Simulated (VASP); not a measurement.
# Ga4As3N (I4/mmm) in VASP: notebook, part 2 of 2

VASP 6.6.1. The steps go on from the part before.

## (4) Single point, PBE

This run uses another cell than the first one, of 17.71 Å³/atom.

INCAR

```
SYSTEM = Ga4As3N
PREC = Accurate
ENCUT = 520
EDIFF = 1E-6
ISMEAR = 0
SIGMA = 0.1
LREAL = .False.
LASPH = .True.
NELM = 80
ALGO = Normal
ISIF = 2
LWAVE = .False.
LCHARG = .True.
GGA = PE
LELF = .True.
LVHAR = .True.
NBANDS = 46
```

KPOINTS

```
regular mesh
0
Gamma
  6 6 6
  0 0 0
```

POSCAR

```
Ga4As3N
1.0
   -2.5127910148      2.5127910148      5.6099368662
    2.5127910148     -2.5127910148      5.6099368662
    2.5127910148      2.5127910148     -5.6099368662
Ga As N
4 3 1
Direct
    0.0000000000      0.5000000000      0.5000000000
    0.8245463720      0.8245463720      0.0000000000
    0.5000000000      0.0000000000      0.5000000000
    0.1754536280      0.1754536280      0.0000000000
    0.2500000000      0.7500000000      0.5000000000
    0.7500000000      0.2500000000      0.5000000000
    0.5000000000      0.5000000000      0.0000000000
    0.0000000000      0.0000000000      0.0000000000
```

Potentials or basis: VASP PAW PBE potentials, release 64 (Ga_d, As, N).

Command:

```bash
cat potpaw_PBE.64/Ga_d/POTCAR potpaw_PBE.64/As/POTCAR potpaw_PBE.64/N/POTCAR > POTCAR
mpirun -np 1 vasp_std > vasp.out
```

OUTCAR:

```text
SYSTEM = Ga4As3N
   PREC = Accurate
   ENCUT = 520
   EDIFF = 1E-6
   ISMEAR = 0
   LREAL = .False.
   LASPH = .True.
   NELM = 80
   ISIF = 2
   GGA = PE

 ion  position               nearest neighbor table
   1  0.000  0.500  0.500-   7 2.51   7 2.51   5 2.80   6 2.80
   2  0.825  0.825  0.000-   8 1.97   6 2.65   5 2.65   6 2.65   5 2.65
   3  0.500  0.000  0.500-   7 2.51   7 2.51   5 2.80   6 2.80
   4  0.175  0.175  0.000-   8 1.97   5 2.65   6 2.65   5 2.65   6 2.65
   5  0.250  0.750  0.500-   2 2.65   4 2.65   2 2.65   4 2.65   3 2.80   1 2.80
   6  0.750  0.250  0.500-   2 2.65   4 2.65   2 2.65   4 2.65   3 2.80   1 2.80
   7  0.500  0.500  0.000-   1 2.51   3 2.51   3 2.51   1 2.51
   8  0.000  0.000  0.000-   2 1.97   4 1.97

  LATTYP: Found a body centered tetragonal cell.
 ALAT       =     5.0255820296
 C/A-ratio  =     2.2325521037

  Lattice vectors:

 A1 = (  -2.5127910148,   2.5127910148,   5.6099368662)
 A2 = (   2.5127910148,  -2.5127910148,   5.6099368662)
 A3 = (   2.5127910148,   2.5127910148,  -5.6099368662)

Analysis of symmetry for initial positions (statically):
=====================================================================
 Subroutine PRICEL returns:
[... 196 lines left out ...]
      4      -9.5050      2.00000
      5      -9.4849      2.00000
      6      -9.4849      2.00000
[... 1165 lines left out ...]
     45      11.3710      0.00000
     46      11.6065      0.00000

 [... further k-points ...]

------------------------ aborting loop because EDIFF is reached ----------------------------------------

  FORCE on cell =-STRESS in cart. coord.  units (eV):
  Direction    XX          YY          ZZ          XY          YZ          ZX
  --------------------------------------------------------------------------------------
  -------------------------------------------------------------------------------------
  Total        0.1626614      0.1626614     -0.0005653      0.0000000      0.0000000      0.0000000
  in kB        1.8393502      1.8393502     -0.0063928      0.0000000      0.0000000      0.0000000
  external PRESSURE =       1.2241025 kB  Pullay stress =       0.0000000 kB

 VOLUME and BASIS-vectors are now :
 -----------------------------------------------------------------------------
  energy-cutoff  :      520.00
  volume of cell :      141.69
      direct lattice vectors                 reciprocal lattice vectors
    -2.512791015  2.512791015  5.609936866     0.000000000  0.198981928  0.089127563
     2.512791015 -2.512791015  5.609936866     0.198981928  0.000000000  0.089127563
     2.512791015  2.512791015 -5.609936866     0.198981928  0.198981928  0.000000000

 POSITION                                       TOTAL-FORCE (eV/Angst)
 -----------------------------------------------------------------------------------
      2.51279      0.00000      0.00000        -0.000000     -0.000000     -0.000000
      0.00000      0.00000      9.25131         0.000000      0.000000     -0.009201
      0.00000      2.51279      0.00000        -0.000000     -0.000000     -0.000000
      0.00000      0.00000      1.96857        -0.000000     -0.000000      0.009201
      2.51279     -0.00000      2.80497        -0.000000     -0.000000      0.000000
     -0.00000      2.51279      2.80497        -0.000000     -0.000000      0.000000
      0.00000      0.00000      5.60994        -0.000000     -0.000000     -0.000000
      0.00000      0.00000      0.00000        -0.000000     -0.000000     -0.000000
 -----------------------------------------------------------------------------------
    total drift:                                0.000000      0.000000     -0.000000

  FREE ENERGIE OF THE ION-ELECTRON SYSTEM (eV)
  ---------------------------------------------------
  free  energy   TOTEN  =       -32.9647254430 eV

  energy  without entropy=      -32.9459504493  energy(sigma->0) =      -32.95533795
```

It took 7 min on 1 thread of Intel Xeon Platinum 8259CL at 2.50GHz (Skylake/Cascade Lake), shared host; peak memory 0.43 GiB.

What came out:

```
Free energy            : -32.9647 eV
Pressure               : 0.1 GPa
Largest force          : 0.009 eV/Å
Band gap on the k mesh : zero (bands 36 and 37 overlap by 2.05 eV)
```

Forces on the atoms (eV/Å):
```
Ga   0.000  0.000  0.000
Ga   0.000  0.000 -0.009
Ga   0.000  0.000  0.000
Ga   0.000  0.000  0.009
As   0.000  0.000  0.000
As   0.000  0.000  0.000
As   0.000  0.000  0.000
N    0.000  0.000  0.000
```

Stress tensor (GPa, compression positive):
```
0.18 0.00 0.00
0.00 0.18 0.00
0.00 0.00 0.00
```

## (5) Relaxation of cell and atoms, PBE

This run uses another cell than the first one, of 19.51 Å³/atom.

INCAR

```
  PREC = Accurate
  ENCUT = 600
  EDIFF = 1E-6
  ISMEAR = 0
  SIGMA = 0.1
  LREAL = F
  LASPH = T
  NELM = 80
  ALGO = Normal
  ISIF = 3
  LWAVE = F
  LCHARG = F
  GGA = PE
  IBRION = 2
  NSW = 90
  EDIFFG = -0.04
```

KPOINTS

```
regular mesh
0
Gamma
  4 4 4
```

POSCAR

```
Ga4As3N
1.0
   -2.6921381300      2.6921381300      5.3842762500
    2.6921381300     -2.6921381300      5.3842762500
    2.6921381300      2.6921381300     -5.3842762500
Ga As N
4 3 1
Direct
    0.0000000000      0.5000000000      0.5000000000
    0.7500000000      0.7500000000      0.0000000000
    0.5000000000      0.0000000000      0.5000000000
    0.2500000000      0.2500000000      0.0000000000
    0.2500000000      0.7500000000      0.5000000000
    0.7500000000      0.2500000000      0.5000000000
    0.5000000000      0.5000000000      0.0000000000
    0.0000000000      0.0000000000      0.0000000000
```

Potentials or basis: VASP PAW PBE potentials, release 64 (Ga_d, As, N).

Command:

```bash
cat potpaw_PBE.64/Ga_d/POTCAR potpaw_PBE.64/As/POTCAR potpaw_PBE.64/N/POTCAR > POTCAR
mpirun -np 1 vasp_std > vasp.out
```

OUTCAR:

```text
PREC = Accurate
   ENCUT = 600
   EDIFF = 1E-6
   ISMEAR = 0
   LREAL = F
   LASPH = T
   NELM = 80
   ISIF = 3
   GGA = PE
   IBRION = 2
   NSW = 90
   EDIFFG = -0.04

 ion  position               nearest neighbor table
   1  0.000  0.500  0.500-   5 2.69   6 2.69   7 2.69   7 2.69
   2  0.750  0.750  0.000-   7 2.69   6 2.69   5 2.69   6 2.69   5 2.69
   3  0.500  0.000  0.500-   5 2.69   6 2.69   7 2.69   7 2.69
   4  0.250  0.250  0.000-   7 2.69   6 2.69   5 2.69   5 2.69   6 2.69
   5  0.250  0.750  0.500-   1 2.69   3 2.69   2 2.69   4 2.69   4 2.69   2 2.69
   6  0.750  0.250  0.500-   1 2.69   3 2.69   2 2.69   4 2.69   2 2.69   4 2.69
   7  0.500  0.500  0.000-   2 2.69   4 2.69   3 2.69   1 2.69   3 2.69   1 2.69
   8  0.000  0.000  0.000-

  LATTYP: Found a body centered tetragonal cell.
 ALAT       =     5.3842762600
 C/A-ratio  =     1.9999999963

  Lattice vectors:

 A1 = (  -2.6921381300,   2.6921381300,   5.3842762500)
 A2 = (   2.6921381300,  -2.6921381300,   5.3842762500)
 A3 = (   2.6921381300,   2.6921381300,  -5.3842762500)

Analysis of symmetry for initial positions (statically):
=====================================================================
 Subroutine PRICEL returns:
 Original cell was already a primitive cell.
[... 175 lines left out ...]

  FORCE on cell =-STRESS in cart. coord.  units (eV):
  Direction    XX          YY          ZZ          XY          YZ          ZX
  --------------------------------------------------------------------------------------
  -------------------------------------------------------------------------------------
  Total       -5.9063453     -5.9063453     -6.2055012      0.0000000     -0.0000000      0.0000000
  in kB      -60.6243944    -60.6243944    -63.6950146      0.0000000     -0.0000000      0.0000000
  external PRESSURE =     -61.6479345 kB  Pullay stress =       0.0000000 kB
[... 107 lines left out ...]
  FREE ENERGIE OF THE ION-ELECTRON SYSTEM (eV)
  ---------------------------------------------------
  free  energy   TOTEN  =       -31.4510106730 eV

  energy  without entropy=      -31.4093547848  energy(sigma->0) =      -31.43018273

[... ionic steps 4 to 28 ...]

--------------------------------------- Ionic step       29  -------------------------------------------

 number of electron      72.0000007 magnetization

------------------------ aborting loop because EDIFF is reached ----------------------------------------
[... 79 lines left out ...]
--------------------------------------- Ionic step       31  -------------------------------------------

 number of electron      72.0000008 magnetization

 Free energy of the ion-electron system (eV)
  ---------------------------------------------------
  ext. energy  EPLUGINS =         0.00000000
  ---------------------------------------------------
  free energy    TOTEN  =       -32.94524300 eV

  energy without entropy =      -32.93831738  energy(sigma->0) =      -32.94178019

 E-fermi :   5.4672     XC(G=0): -10.8019

 val. band max:        5.4235148698   @ k =   0.5000   0.5000   0.2500
 cond. band min:       5.5037717833   @ k =   0.5000   0.5000   0.2500
 fundamental gap:      0.0802569135
 Fermi energy:         5.4672334392

 k-point     1 :       0.0000    0.0000    0.0000
  band No.  band energies     occupation
      1     -10.2299      2.00000
      2      -9.7501      2.00000
      3      -9.5548      2.00000
      4      -9.5447      2.00000
      5      -9.5349      2.00000
      6      -9.5349      2.00000
[... 622 lines left out ...]
  FREE ENERGIE OF THE ION-ELECTRON SYSTEM (eV)
  ---------------------------------------------------
  free  energy   TOTEN  =       -32.9452430024 eV

  energy  without entropy=      -32.9383173836  energy(sigma->0) =      -32.94178019

 reached required accuracy - stopping structural energy minimisation
```

OSZICAR:

```text
N       E                     dE             d eps       ncg     rms          rms(c)
DAV:   1     0.662320519883E+03    0.66232E+03   -0.36064E+04  1178   0.278E+03
DAV:   2     0.800272958413E+02   -0.58229E+03   -0.56790E+03  1174   0.673E+02
DAV:   3    -0.244218435962E+02   -0.10445E+03   -0.10130E+03  1339   0.189E+02
[... 340 lines left out ...]
DAV:   2    -0.329453166853E+02   -0.24432E-03   -0.52357E-03  1519   0.545E-01    0.566E-02
DAV:   3    -0.329452479931E+02    0.68692E-04   -0.34836E-04  1544   0.257E-01    0.186E-02
DAV:   4    -0.329452446354E+02    0.33577E-05   -0.99840E-05  1568   0.882E-02    0.688E-03
DAV:   5    -0.329452435973E+02    0.10382E-05   -0.12892E-05  1287   0.345E-02    0.308E-03
DAV:   6    -0.329452430024E+02    0.59484E-06   -0.21356E-06   796   0.177E-02
  31 F= -.32945243E+02 E0= -.32941780E+02  d E =-.164446E-02
```

CONTCAR:

```text
Ga4As3N
   1.00000000000000
    -2.5059331705768964    2.5059331705768964    5.5981272558033304
     2.5059331705768964   -2.5059331705768964    5.5981272558033304
     2.5059331705768964    2.5059331705768964   -5.5981272558033304
  Ga              As              N
     4     3     1
Direct
     0.0000000000000000    0.5000000000000000    0.5000000000000000
     0.8234296334870315    0.8234296334870315    0.0000000000000000
     0.5000000000000000    0.0000000000000000    0.5000000000000000
     0.1765703665129686    0.1765703665129686    0.0000000000000000
     0.2500000000000000    0.7500000000000000    0.5000000000000000
     0.7500000000000000    0.2500000000000000    0.5000000000000000
     0.5000000000000000    0.5000000000000000    0.0000000000000000
     0.0000000000000000    0.0000000000000000    0.0000000000000000

  0.00000000E+00  0.00000000E+00  0.00000000E+00
  0.00000000E+00  0.00000000E+00  0.00000000E+00
  0.00000000E+00  0.00000000E+00  0.00000000E+00
  0.00000000E+00  0.00000000E+00  0.00000000E+00
  0.00000000E+00  0.00000000E+00  0.00000000E+00
  0.00000000E+00  0.00000000E+00  0.00000000E+00
  0.00000000E+00  0.00000000E+00  0.00000000E+00
  0.00000000E+00  0.00000000E+00  0.00000000E+00
```

Wall time 81 min (1 thread of Intel Xeon Platinum 8259CL at 2.50GHz (Skylake/Cascade Lake), shared host); peak memory 0.5 GiB.

Results:

| Item | Value |
| --- | --- |
| Free energy | -32.9452 eV |
| Relaxed volume | 17.58 Å³/atom |
| Relaxed cell | a = 6.626 Å, b = 6.626 Å, c = 6.626 Å, α = 135.55°, β = 135.55°, γ = 64.67° |
| Space group after relaxing (to 0.1 Å) | I4/mmm (No. 139) |
| Energy gained by relaxing | 240.5 meV/atom |
| Ionic steps | 31 |
| Pressure after relaxing | 0.1 GPa |
| Largest force after relaxing | 0.007 eV/Å |
| Band gap on the k mesh | zero (bands 36 and 37 overlap by 1.97 eV) |

Forces in eV/Å, atoms in the order of the input:
```
Ga   0.000  0.000  0.000
Ga   0.000  0.000  0.007
Ga   0.000  0.000  0.000
Ga   0.000  0.000 -0.007
As   0.000  0.000  0.000
As   0.000  0.000  0.000
As   0.000  0.000  0.000
N    0.000  0.000  0.000
```

Step by step:
| step | energy change (eV) | largest force (eV/Å) | pressure (GPa) | volume (Å³) |
| --- | --- | --- | --- | --- |
| 1 | 0.0000 | 0.8903 | -6.16 | 156.09 |
| 2 | -0.4244 | 1.2821 | 0.20 | 139.74 |
| 3 | -0.4294 | 1.3389 | 1.34 | 137.74 |
| 4 | -0.6380 | 1.3978 | 1.69 | 136.26 |
| 5 | -1.2221 | 1.1681 | 4.08 | 131.84 |
| 6 | 2.0185 | 10.9404 | 28.37 | 123.16 |
| 7 | -1.2210 | 1.1376 | 4.69 | 131.27 |
| 8 | -1.1071 | 1.0819 | 11.05 | 127.19 |
| 9 | -1.3008 | 0.8083 | 6.04 | 130.02 |
| 10 | -1.4806 | 0.5050 | 3.58 | 133.48 |
| 11 | -1.5979 | 0.1998 | 0.59 | 140.06 |
| 12 | -1.5985 | 0.1496 | 0.74 | 139.65 |
| 13 | -1.6364 | 0.0658 | -0.17 | 140.61 |
| 14 | -1.6608 | 0.3184 | -1.23 | 141.88 |
| 15 | -1.6716 | 0.6730 | -3.10 | 144.36 |
| 16 | -1.6996 | 0.7111 | -2.95 | 143.90 |
| 17 | -1.7631 | 0.8391 | -2.13 | 142.49 |
| 18 | -1.7240 | 1.0940 | 0.56 | 139.41 |
| 19 | -1.7785 | 0.9168 | -1.50 | 141.59 |
| 20 | -1.8101 | 0.8297 | -0.94 | 140.60 |
| 21 | -1.8632 | 0.4910 | 1.00 | 137.65 |
| 22 | -1.8653 | 0.3670 | 1.65 | 136.80 |
| 23 | -1.8858 | 0.2252 | 1.17 | 137.79 |
| 24 | -1.9013 | 0.0453 | 0.42 | 139.53 |
| 25 | -1.9124 | 0.0446 | -0.09 | 140.37 |
| 26 | -1.9170 | 0.1485 | -0.63 | 141.42 |
| 27 | -1.9215 | 0.1230 | -0.07 | 140.68 |
| 28 | -1.9219 | 0.1155 | 0.09 | 140.45 |
| 29 | -1.9220 | 0.1138 | 0.16 | 140.39 |
| 30 | -1.9232 | 0.0524 | 0.09 | 140.52 |
| 31 | -1.9236 | 0.0066 | 0.09 | 140.62 |

Final structure:
```
Ga As N
1.0
    -2.50593    2.50593    5.59813
     2.50593   -2.50593    5.59813
     2.50593    2.50593   -5.59813
Ga As N
4 3 1
Direct
  0.00000 0.50000 0.50000
  0.82343 0.82343 0.00000
  0.50000 0.00000 0.50000
  0.17657 0.17657 0.00000
  0.25000 0.75000 0.50000
  0.75000 0.25000 0.50000
  0.50000 0.50000 0.00000
  0.00000 0.00000 0.00000
```

Levels at points of the mesh, in eV from the Fermi level:
| k point | band 33 | band 34 | band 35 | band 36 | band 37 | band 38 | band 39 | band 40 |
| --- | --- | --- | --- | --- | --- | --- | --- | --- |
| (0.00, 0.00, 0.00) | -2.41 | -2.23 | -1.42 | -0.31 | -0.12 | -0.12 | 1.85 | 1.94 |
| (0.50, 0.00, 0.00) | -2.57 | -2.05 | -1.57 | 0.19 | 0.36 | 2.37 | 2.71 | 2.77 |
| (0.50, 0.50, 0.00) | -0.65 | -0.49 | 0.80 | 1.02 | 1.12 | 2.09 | 3.06 | 3.38 |
| (0.50, 0.50, 0.50) | -2.19 | -1.99 | -1.99 | -1.27 | -0.94 | -0.94 | 0.33 | 0.64 |

## (6) Relaxation of cell and atoms, PBE

INCAR

```
SYSTEM = Ga4As3N
PREC = Accurate ; ENCUT = 600
EDIFF = 1E-6 ; ISMEAR = 0
SIGMA = 0.1 ; LREAL = .FALSE.
LASPH = .TRUE. ; NELM = 100
ALGO = Normal ; ISIF = 3
LWAVE = .FALSE. ; LCHARG = .FALSE.
GGA = PE ; IBRION = 2
NSW = 90 ; EDIFFG = -0.04
```

KPOINTS

```
regular mesh
0
G
  6 6 6
  0 0 0
```

POSCAR

```
Ga4As3N
1.0
   -2.4985359309      2.4985359309      5.6380841536
    2.4985359309     -2.4985359309      5.6380841536
    2.4985359309      2.4985359309     -5.6380841536
Ga As N
4 3 1
Direct
    0.0000000000      0.5000000000      0.5000000000
    0.8247034741      0.8247034741      0.0000000000
    0.5000000000      0.0000000000      0.5000000000
    0.1752965259      0.1752965259      0.0000000000
    0.2500000000      0.7500000000      0.5000000000
    0.7500000000      0.2500000000      0.5000000000
    0.5000000000      0.5000000000      0.0000000000
    0.0000000000      0.0000000000      0.0000000000
```

Potentials or basis: VASP PAW PBE potentials, release 64 (Ga_d, As, N).

Command:

```bash
cat potpaw_PBE.64/Ga_d/POTCAR potpaw_PBE.64/As/POTCAR potpaw_PBE.64/N/POTCAR > POTCAR
mpirun -np 1 vasp_std > vasp.out
```

Run time: 26 min. Hardware: 1 thread of Intel Xeon Platinum 8259CL at 2.50GHz (Skylake/Cascade Lake), shared host; peak memory 0.54 GiB.

Results (log left out):

```
Free energy                           : -32.9651 eV
Relaxed volume                        : 17.75 Å³/atom
Relaxed cell                          : a = 6.652 Å, b = 6.652 Å, c = 6.652 Å, α = 135.61°, β = 135.61°, γ = 64.58°
Space group after relaxing (to 0.1 Å) : I4/mmm (No. 139)
Energy gained by relaxing             : 0.7 meV/atom
Ionic steps                           : 5
Pressure after relaxing               : 0.0 GPa
Largest force after relaxing          : 0.031 eV/Å
Band gap on the k mesh                : zero (bands 36 and 37 overlap by 2.06 eV)
```

Forces in eV/Å, atoms in the order of the input:
```
Ga   0.000  0.000  0.000
Ga   0.000  0.000 -0.031
Ga   0.000  0.000  0.000
Ga   0.000  0.000  0.031
As   0.000  0.000  0.000
As   0.000  0.000  0.000
As   0.000  0.000  0.000
N    0.000  0.000  0.000
```

Stress tensor (GPa, compression positive):
```
 0.07  0.00  0.00
 0.00  0.07  0.00
 0.00  0.00 -0.12
```

Step by step:
```
step  energy change (eV)  largest force (eV/Å)  pressure (GPa)  volume (Å³)
   1              0.0000                0.0581            0.63       140.79
   2             -0.0047                0.0209           -0.13       142.21
   3             -0.0048                0.0188           -0.23       142.29
   4             -0.0048                0.0217           -0.12       142.25
   5             -0.0054                0.0308            0.01       142.04
```

Final structure:
```
Ga As N
1.0
    -2.51287    2.51287    5.62342
     2.51287   -2.51287    5.62342
     2.51287    2.51287   -5.62342
Ga As N
4 3 1
Direct
  0.00000 0.50000 0.50000
  0.82506 0.82506 0.00000
  0.50000 0.00000 0.50000
  0.17494 0.17494 0.00000
  0.25000 0.75000 0.50000
  0.75000 0.25000 0.50000
  0.50000 0.50000 0.00000
  0.00000 0.00000 0.00000
```

Levels at points of the mesh, in eV from the Fermi level:
```
           k point  band 33  band 34  band 35  band 36  band 37  band 38  band 39  band 40
(0.00, 0.00, 0.00)    -2.28    -2.12    -1.39    -0.37    -0.09    -0.09     1.90     1.92
(0.50, 0.00, 0.00)    -2.49    -1.99    -1.51     0.27     0.44     2.36     2.73     2.86
(0.50, 0.50, 0.00)    -0.56    -0.44     0.78     0.99     1.18     2.12     3.11     3.47
(0.50, 0.50, 0.50)    -2.11    -1.85    -1.85    -1.15    -0.93    -0.93     0.36     0.70
```

## (7) Overview

| task | cell | k mesh | cutoff (eV) | gap on the mesh (eV) | pressure (GPa) | relaxed volume (Å³/atom) | largest force (eV/Å) |
| --- | --- | --- | --- | --- | --- | --- | --- |
| single point | a = 6.654 Å, angles 135.9, 135.9, 64.2°, 8 atoms, atomic positions A | 4 × 4 × 4 | 520 | none | 0.2 | - | 0.03 |
| single point | a = 6.594 Å, angles 131.8, 131.8, 70.5°, 8 atoms, atomic positions B | 4 × 4 × 4 | 520 | none | -6.1 | - | 0.89 |
| single point | a = 6.641 Å, angles 135.5, 135.5, 64.7°, 8 atoms, atomic positions C | 6 × 6 × 6 | 520 | none | 0.1 | - | 0.01 |
| relaxation of cell and atoms | relaxed from a = 6.594 Å, angles 131.8, 131.8, 70.5°, 8 atoms, atomic positions B | 4 × 4 × 4 | 600 | none | 0.1 | 17.58 | 0.01 |
| relaxation of cell and atoms | relaxed from a = 6.654 Å, angles 135.9, 135.9, 64.2°, 8 atoms, atomic positions A | 6 × 6 × 6 | 600 | none | 0.0 | 17.75 | 0.03 |

Alike in all rows: level PBE; potentials or basis VASP PAW PBE potentials, release 64 (Ga_d, As, N); no spin polarisation; smearing gaussian 0.1 eV.

Caveats: the cell stands under tension (at least some runs).

Absolute energies hang on the potentials; compare differences alone.

The gap in the log of VASP goes by the Fermi energy; the results here count the filled bands.